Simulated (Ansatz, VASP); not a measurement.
One calculation of SnO2, two programs

INCAR

```
SYSTEM = SnO2
PREC     = Accurate       ! precision mode
ENCUT    = 520            ! plane-wave cutoff, eV
EDIFF    = 1E-6           ! SCF threshold, eV
ISMEAR   = 0              ! smearing method
SIGMA    = 0.05           ! smearing width, eV
LREAL    = .False.        ! projectors in reciprocal space
LASPH    = .True.         ! aspherical terms in the spheres
NELM     = 80             ! most SCF steps
ALGO     = Normal         ! electronic algorithm
ISIF     = 2              ! what is computed and relaxed
LWAVE    = .False.        ! write WAVECAR
LCHARG   = .False.        ! write CHGCAR
GGA      = PE             ! functional
NBANDS   = 20             ! bands
```

Contents of KPOINTS:

```
regular mesh
0
Gamma
  12 12 12
  0 0 0
```

File POSCAR:

```
SnO2
1.0
    1.6167660720      0.9334403269      4.9182553763
   -1.6167660720      0.9334403269      4.9182553763
    0.0000000000     -1.8668806537      4.9182553763
Sn O
1 2
Direct
    0.5084518717      0.4953309883      0.4962171400
    0.2035269118      0.2522043311      0.2489167797
    0.7337615634      0.7824389827      0.7791514313
```

Input for Ansatz:

```yaml
crystal:
  lattice:
    - [1.616766072, 0.9334403269, 4.9182553763]
    - [-1.616766072, 0.9334403269, 4.9182553763]
    - [0.0, -1.8668806537, 4.9182553763]
  atoms:
    - { symbol: Sn, position: [0.5084518717, 0.4953309883, 0.49621714] }
    - { symbol: O, position: [0.2035269118, 0.2522043311, 0.2489167797] }
    - { symbol: O, position: [0.7337615634, 0.7824389827, 0.7791514313] }
basis:
  ecutwfc: 520.0
kpoints:
  mp_grid: { grid: [12, 12, 12] }
hamiltonian:
  xc: pbe
  pseudopotentials: { kind: paw, azcp: { folder: soft_1 } }
scf:
  occupations: { method: gaussian, width: 0.05 }
output:
  forces: true
  stress: true
  eigenvalues: true
```

Change from the starting cell: mode 4 frozen in at -0.079 Å and mode 5 at -0.039 Å (largest displacements).

Alike in both runs: task single point; functional PBE; k mesh 12 × 12 × 12; occupations gaussian, width 0.05 eV; no spin polarisation.

```csv
,VASP,Ansatz
version,VASP 6.6.1,Ansatz 0.2.0
potentials or method,"VASP PAW PBE potentials, release 64 (Sn_d, O), cutoff 520 eV","scalar-relativistic, plane waves, PAW"
valence electrons in the cell,26,26
```

```csv
,VASP,Ansatz,Ansatz less VASP
gap on the k mesh at the Fermi level (eV),1.99,2.02,+0.023
least direct gap on the mesh (eV),2.16,2.18,+0.017
pressure (GPa),1.8,1.2,-0.58
"traceless stress, the component that is largest in VASP (GPa)",1.00,0.98,-0.019
rms of the force components (eV/Å),0.661,0.640,-0.0214
```

Atom by atom the forces differ by 0.033 eV/Å (rms over components). With one functional, cell and mesh, what is left measures potentials, basis and numerics.
